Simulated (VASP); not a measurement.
# Hf3SnS8 (R-3m) in VASP: relaxation of cell and atoms with PBE

Aim: the relaxation of cell and atoms of Hf3SnS8 with PBE.

Program: VASP 6.6.1. These are calculated values, not measurements. Logs are shortened: lines on timing, memory, paths and dates and some standing lists are left out, and cuts for length are marked.

### Step 1. The cell of the first run

It takes space group R-3m (No. 166, trigonal). The conventional cell has a = 7.361 Å, b = 7.361 Å, c = 18.319 Å, α = 90.00°, β = 90.00°, γ = 120.00°. Hf (site symmetry 2/m) has 6 S at 2.56 to 2.57 Å within 3.4 Å. Within 3.4 Å of Sn (site symmetry -3m) lie 6 S at 2.61 Å. S (site symmetry m) has 2 Hf at 2.57 Å and 1 Sn at 2.61 Å within 3.4 Å. Within 3.4 Å of S (site symmetry 3m) lie 3 Hf at 2.56 Å.

### Step 2. Relaxation of cell and atoms, PBE

INCAR reads:

```
ALGO = Fast
EDIFF = 1E-7
EDIFFG = -0.01
ENCUT = 600
GGA = PE
IBRION = 2
ISIF = 3
ISMEAR = 0
LASPH = True
LCHARG = False
LREAL = False
LWAVE = False
NELM = 80
NSW = 100
PREC = Accurate
SIGMA = 0.1
```

KPOINTS reads:

```
k-points
0
Gamma
  6 6 6
```

POSCAR reads:

```
Hf3SnS8
1.0
    3.6807436000      2.1250783000      6.1061726000
   -3.6807436000      2.1250783000      6.1061726000
    0.0000000000     -4.2501566000      6.1061726000
Hf Sn S
3 1 8
Direct
    0.5000000000      0.5000000000      0.0000000000
    0.5000000000      0.0000000000      0.5000000000
    0.0000000000      0.5000000000      0.5000000000
    0.5000000000      0.5000000000      0.5000000000
    0.7490890000      0.7490890000      0.2603820000
    0.7449360000      0.7449360000      0.7449360000
    0.7490890000      0.2603820000      0.7490890000
    0.2603820000      0.7490890000      0.7490890000
    0.2509110000      0.2509110000      0.7396180000
    0.2550640000      0.2550640000      0.2550640000
    0.2509110000      0.7396180000      0.2509110000
    0.7396180000      0.2509110000      0.2509110000
```

Potentials or basis: VASP PAW PBE potentials, release 64 (Hf_pv, Sn_d, S).

On the command line:

```
$ cat potpaw_PBE.64/Hf_pv/POTCAR potpaw_PBE.64/Sn_d/POTCAR potpaw_PBE.64/S/POTCAR > POTCAR
$ mpirun -np 1 vasp_std > vasp.out
```

OUTCAR:

```text
EDIFF = 1E-7
   EDIFFG = -0.01
   ENCUT = 600
   GGA = PE
   IBRION = 2
   ISIF = 3
   ISMEAR = 0
   LASPH = True
   LREAL = False
   NELM = 80
   NSW = 100
   PREC = Accurate

 ion  position               nearest neighbor table
   1  0.500  0.500  0.000-   6 2.56  10 2.56   8 2.57   7 2.57  11 2.57  12 2.57   2 3.68   3 3.68
                             2 3.68   3 3.68   4 3.72   4 3.72
   2  0.500  0.000  0.500-   6 2.56  10 2.56   8 2.57  12 2.57   5 2.57   9 2.57   1 3.68   1 3.68
                             3 3.68   3 3.68   4 3.72   4 3.72
   3  0.000  0.500  0.500-   6 2.56  10 2.56   7 2.57  11 2.57   5 2.57   9 2.57   1 3.68   1 3.68
                             2 3.68   2 3.68   4 3.72   4 3.72
   4  0.500  0.500  0.500-   5 2.61   9 2.61   8 2.61   7 2.61  11 2.61  12 2.61   1 3.72   1 3.72
                             3 3.72   2 3.72   2 3.72   3 3.72
   5  0.749  0.749  0.260-   2 2.57   3 2.57   4 2.61
   6  0.745  0.745  0.745-   1 2.56   2 2.56   3 2.56
   7  0.749  0.260  0.749-   3 2.57   1 2.57   4 2.61
   8  0.260  0.749  0.749-   2 2.57   1 2.57   4 2.61
   9  0.251  0.251  0.740-   2 2.57   3 2.57   4 2.61
  10  0.255  0.255  0.255-   1 2.56   2 2.56   3 2.56
  11  0.251  0.740  0.251-   3 2.57   1 2.57   4 2.61
  12  0.740  0.251  0.251-   2 2.57   1 2.57   4 2.61

  LATTYP: Found a trigonal (rhomboedric) cell.
 ALAT       =     7.4397026185
 COS(alpha) =     0.5104579811

  Lattice vectors:

 A1 = (   3.6807436000,   2.1250783000,   6.1061726000)
 A2 = (  -3.6807436000,   2.1250783000,   6.1061726000)
 A3 = (   0.0000000000,  -4.2501566000,   6.1061726000)

Analysis of symmetry for initial positions (statically):
=====================================================================
 Subroutine PRICEL returns:
 Original cell was already a primitive cell.

 Routine SETGRP: Setting up the symmetry group for a
 trigonal (rhombohedral) supercell.

 Subroutine GETGRP returns: Found 12 space group operations
 (whereof 12 operations were pure point group operations)
 out of a pool of 12 trial point group operations.

The static configuration has the point symmetry D_3d.

Analysis of symmetry for dynamics (positions and initial velocities):
=====================================================================
 Subroutine PRICEL returns:
 Original cell was already a primitive cell.

 Routine SETGRP: Setting up the symmetry group for a
 trigonal (rhombohedral) supercell.

 Subroutine GETGRP returns: Found 12 space group operations
 (whereof 12 operations were pure point group operations)
 out of a pool of 12 trial point group operations.

The dynamic configuration has the point symmetry D_3d.

 Subroutine INISYM returns: Found 12 space group operations
 (whereof 12 operations are pure point group operations),
 and found     1 'primitive' translations

----------------------------------------------------------------------------------------

                                     Primitive cell

  volume of cell :     286.5701

  direct lattice vectors                    reciprocal lattice vectors
     3.680743600  2.125078300  6.106172600     0.135842116  0.078428483  0.054589569
    -3.680743600  2.125078300  6.106172600    -0.135842116  0.078428483  0.054589569
     0.000000000 -4.250156600  6.106172600     0.000000000 -0.156856965  0.054589569

  length of vectors
     7.439702618  7.439702618  7.439702611     0.166084703  0.166084703  0.166084703

  position of ions in fractional coordinates (direct lattice)
     0.500000000  0.500000000  1.000000000
     0.500000000  1.000000000  0.500000000
     1.000000000  0.500000000  0.500000000
     0.500000000  0.500000000  0.500000000
     0.749089000  0.749089000  0.260382000
     0.744936000  0.744936000  0.744936000
     0.749089000  0.260382000  0.749089000
     0.260382000  0.749089000  0.749089000
     0.250911000  0.250911000  0.739618000
     0.255064000  0.255064000  0.255064000
     0.250911000  0.739618000  0.250911000
     0.739618000  0.250911000  0.250911000

  ion indices of the primitive-cell ions
   primitive index   ion index
                 1           1
                 2           2
                 3           3
                 4           4
                 5           5
                 6           6
                 7           7
                 8           8
                 9           9
                10          10
                11          11
                12          12

----------------------------------------------------------------------------------------

 KPOINTS: k-points

Automatic generation of k-mesh.
 Grid dimensions read from file:
 generate k-points for:    6    6    6

 Generating k-lattice:

  Cartesian coordinates                     Fractional coordinates (reciprocal lattice)
     0.022640353  0.013071414  0.009098262     0.166666667 -0.000000000  0.000000000
    -0.022640353  0.013071414  0.009098262    -0.000000000  0.166666667  0.000000000
     0.000000000 -0.026142828  0.009098262     0.000000000  0.000000000  0.166666667

  Length of vectors
     0.027680784  0.027680784  0.027680784

  Shift w.r.t. Gamma in fractional coordinates (k-lattice)
     0.000000000  0.000000000  0.000000000

 Subroutine IBZKPT returns following result:
 ===========================================

 Found     32 irreducible k-points:

 Following reciprocal coordinates:
            Coordinates               Weight
  0.000000  0.000000  0.000000      1.000000
  0.166667  0.000000 -0.000000      6.000000
  0.333333  0.000000 -0.000000      6.000000
  0.500000  0.000000 -0.000000      3.000000
  0.166667  0.166667 -0.000000      6.000000
  0.333333  0.166667 -0.000000     12.000000
[... 16 lines left out ...]
  0.500000  0.500000  0.166667      6.000000
 -0.333333  0.500000  0.166667     12.000000
 [... further k-points ...]
   k-points           NKPTS =     32   k-points in BZ     NKDIM =     32   number of bands    NBANDS=     55
   number of dos      NEDOS =    301   number of ions     NIONS =     12
   total plane-waves  NPLWV = 216000
   dimension x,y,z NGX =    60 NGY =   60 NGZ =   60
   dimension x,y,z NGXF=   120 NGYF=  120 NGZF=  120
   ions per type =               3   1   8
   NGX,Y,Z   is equivalent  to a cutoff of  13.41, 13.41, 13.41 a.u.
   NGXF,Y,Z  is equivalent  to a cutoff of  26.81, 26.81, 26.81 a.u.
 SYSTEM =  unknown system
   PREC   = accura    normal or accurate (medium, high low for compatibility)
   ISTART =      0    job   : 0-new  1-cont  2-samecut
   ICHARG =      2    charge: 1-file 2-atom 10-const
   ISPIN  =      1    spin polarized calculation?
   LNONCOLLINEAR =      F non collinear calculations
   LSORBIT =      F    spin-orbit coupling
   LASPH  =      T    aspherical Exc in radial PAW
   ENCUT  =  600.0 eV  44.10 Ry    6.64 a.u.  14.86 14.86 14.86*2*pi/ulx,y,z
   NELM   =     80;   NELMIN=  2; NELMDL= -5     # of ELM steps
   EDIFF  = 0.1E-06   stopping-criterion for ELM
   LREAL  =      F    real-space projection
   EDIFFG = -.1E-01   stopping-criterion for IOM
   NSW    =    100    number of steps for IOM
   IBRION =      2    ionic relax: 0-MD 1-quasi-New 2-CG
   NFREE  =      1    steps in history (QN), initial steepest desc. (CG)
   ISIF   =      3    stress and relaxation
   ISYM   =      2    0-nonsym 1-usesym 2-fastsym
   POTIM  = 0.5000    time-step for ionic-motion
   TEBEG  =    0.0;   TEEND  =   0.0 temperature during run
   PSTRESS=    0.0 pullay stress
   NELECT =      92.0000    total number of electrons
   NUPDOWN=      -1.0000    fix difference up-down
   EMIN   =  10.00;   EMAX   =-10.00  energy-range for DOS
   EFERMI =   0.00;   METHOD = LEGACY
   ISMEAR =     0;   SIGMA  =   0.10  broadening in eV -4-tet -1-fermi 0-gaus
   EFERMI_NEDOS =   21; number of points for ismear=-14 and -15
   IALGO  =     68    algorithm
   IMIX   =      4    mixing-type and parameters
     AMIX     =   0.40;   BMIX     =  1.00
     AMIX_MAG =   1.60;   BMIX_MAG =  1.00
  volume/ion in A,a.u.               =      23.88       161.16
  Fermi-wavevector in a.u.,A,eV,Ry     =   1.120970  2.118325 17.096711  1.256573
  Thomas-Fermi vector in A             =   2.257620
   LORBIT       =      0    0 simple, 1 ext, 2 COOP (PROOUT), +10 PAW based schemes
   GGA     = PE    functional components
   LHFCALC =     F    Hartree Fock is set to
   AEXX    =    0.0000 exact exchange contribution
   IVDW    =     0    specifies the selected vdW correction
   LEPSILON=     F    determine dielectric tensor
   LRPA    =     F    only Hartree local field effects (RPA)
 conjugate gradient relaxation of ions
 non-spin polarized calculation
 RMM-DIIS sequential band-by-band and
 Gauss-broadening in eV      SIGMA  =   0.10
  energy-cutoff  :      600.00
  volume of cell :      286.57
 maximum number of plane-waves:      9609
   NGX = 29   NGY = 29   NGZ = 29

--------------------------------------- Ionic step        1  -------------------------------------------

 number of electron      91.9999995 magnetization

 Free energy of the ion-electron system (eV)
  ---------------------------------------------------
  ext. energy  EPLUGINS =         0.00000000
  ---------------------------------------------------
  free energy    TOTEN  =       -81.33812811 eV

  energy without entropy =      -81.33626466  energy(sigma->0) =      -81.33719639

------------------------ aborting loop because EDIFF is reached ----------------------------------------

  FORCE on cell =-STRESS in cart. coord.  units (eV):
  Direction    XX          YY          ZZ          XY          YZ          ZX
  --------------------------------------------------------------------------------------
  -------------------------------------------------------------------------------------
  Total       -0.7324248     -0.7324248     -0.7815964     -0.0000000      0.0000000     -0.0000000
  in kB       -4.0948955     -4.0948954     -4.3698076     -0.0000000      0.0000000     -0.0000000
  external PRESSURE =      -4.1865328 kB  Pullay stress =       0.0000000 kB
[... 215 lines left out ...]
  energy  without entropy=      -81.3381761648  energy(sigma->0) =      -81.33910360

--------------------------------------- Ionic step        6  -------------------------------------------

 number of electron      91.9999995 magnetization

 Free energy of the ion-electron system (eV)
  ---------------------------------------------------
  ext. energy  EPLUGINS =         0.00000000
  ---------------------------------------------------
  free energy    TOTEN  =       -81.34007651 eV

  energy without entropy =      -81.33819458  energy(sigma->0) =      -81.33913554

 E-fermi :   3.1106     XC(G=0):  -9.3170

 val. band max:        3.0310531985   @ k =   0.0000   0.0000   0.0000
 cond. band min:       3.2389144081   @ k =   0.1667   0.0000  -0.0000
 fundamental gap:      0.2078612096
 Fermi energy:         3.1106195408

 k-point     1 :       0.0000    0.0000    0.0000
  band No.  band energies     occupation
      1     -27.7046      2.00000
      2     -27.6812      2.00000
      3     -27.6812      2.00000
      4     -27.6644      2.00000
      5     -27.6390      2.00000
      6     -27.6390      2.00000
[... 1381 lines left out ...]
     54       6.7318      0.00000
     55       6.8921      0.00000

 [... further k-points ...]
[... 5 lines left out ...]
  --------------------------------------------------------------------------------------
  -------------------------------------------------------------------------------------
  Total       -0.0117743     -0.0117743      0.0422098      0.0000000      0.0000000      0.0000000
  in kB       -0.0661382     -0.0661382      0.2370997      0.0000000      0.0000000      0.0000000
  external PRESSURE =       0.0349411 kB  Pullay stress =       0.0000000 kB
[... 27 lines left out ...]
  FREE ENERGIE OF THE ION-ELECTRON SYSTEM (eV)
  ---------------------------------------------------
  free  energy   TOTEN  =       -81.3400765082 eV

  energy  without entropy=      -81.3381945806  energy(sigma->0) =      -81.33913554

 reached required accuracy - stopping structural energy minimisation
```

Run time: 1.8 h. Hardware: 1 thread of Oxide Virtual Turin-like, shared host; peak memory 0.83 GiB.

What came out:

| Property | Result |
| --- | --- |
| Free energy | -81.3401 eV |
| Relaxed volume | 23.77 Å³/atom |
| Relaxed cell | a = 7.427 Å, b = 7.427 Å, c = 7.427 Å, α = 59.32°, β = 59.32°, γ = 59.32° |
| Space group after relaxing (to 0.1 Å) | R-3m (No. 166) |
| Energy gained by relaxing | 0.2 meV/atom |
| Ionic steps | 6 |
| Pressure after relaxing | 0.0 GPa |
| Largest force after relaxing | 0.008 eV/Å |
| Band gap on the k mesh | zero (filled and empty bands touch) |

Forces on the atoms (eV/Å):
```
Hf   0.000  0.000  0.000
Hf   0.000  0.000  0.000
Hf   0.000  0.000  0.000
Sn   0.000  0.000  0.000
S    0.000  0.003 -0.003
S    0.000  0.000  0.008
S    0.002 -0.001 -0.003
S   -0.002 -0.001 -0.003
S    0.000 -0.003  0.003
S    0.000  0.000 -0.008
S   -0.002  0.001  0.003
S    0.002  0.001  0.003
```

The path:
| step | energy change (eV) | largest force (eV/Å) | pressure (GPa) | volume (Å³) |
| --- | --- | --- | --- | --- |
| 1 | 0.0000 | 0.0669 | -0.42 | 286.57 |
| 2 | 0.0007 | 0.0791 | 0.49 | 283.99 |
| 3 | -0.0019 | 0.0169 | 0.00 | 285.37 |
| 4 | -0.0019 | 0.0175 | 0.01 | 285.35 |
| 5 | -0.0019 | 0.0122 | 0.01 | 285.31 |
| 6 | -0.0019 | 0.0079 | 0.00 | 285.23 |

Final structure:
```yaml
crystal:
  lattice:
    - [3.67548, 2.12204, 6.09500]
    - [-3.67548, 2.12204, 6.09500]
    - [0.00000, -4.24408, 6.09500]
  atoms:
    - { symbol: Hf, position: [0.50000, 0.50000, 0.00000] }
    - { symbol: Hf, position: [0.50000, 0.00000, 0.50000] }
    - { symbol: Hf, position: [0.00000, 0.50000, 0.50000] }
    - { symbol: Sn, position: [0.50000, 0.50000, 0.50000] }
    - { symbol: S, position: [0.74929, 0.74929, 0.26032] }
    - { symbol: S, position: [0.74485, 0.74485, 0.74485] }
    - { symbol: S, position: [0.74929, 0.26032, 0.74929] }
    - { symbol: S, position: [0.26032, 0.74929, 0.74929] }
    - { symbol: S, position: [0.25071, 0.25071, 0.73968] }
    - { symbol: S, position: [0.25515, 0.25515, 0.25515] }
    - { symbol: S, position: [0.25071, 0.73968, 0.25071] }
    - { symbol: S, position: [0.73968, 0.25071, 0.25071] }
```

Caveat: spin-orbit coupling is left out, which moves the levels of the heavy elements.

The gap in the log of VASP goes by the Fermi energy; the results here count the filled bands.